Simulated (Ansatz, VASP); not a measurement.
Ti in VASP and in Ansatz

```
CELL_PARAMETERS angstrom
0.00000 2.81544 2.81544
2.81544 0.00000 2.81544
2.81544 2.81544 0.00000
ATOMIC_POSITIONS crystal
Ti 0.12500 0.12500 0.12500
Ti 0.87500 0.87500 0.87500
```

Alike in both runs: task single point; functional revPBE; k mesh 11 × 11 × 11; occupations fermi-dirac, width 0.1 eV; no spin polarisation.

```csv
,VASP,Ansatz
version,VASP 6.6.1,Ansatz 0.2.0
potentials or method,"VASP PAW PBE potentials, release 64 (Ti_sv), cutoff 520 eV","plane waves (420 eV) with PAW, scalar-relativistic"
valence electrons in the cell,24,24
```

VASP gave:

* pressure (GPa): 2.8

Estimate Ansatz's values.

pressure (GPa): 2.7.

VASP's potentials were made for PBE, not for revPBE.
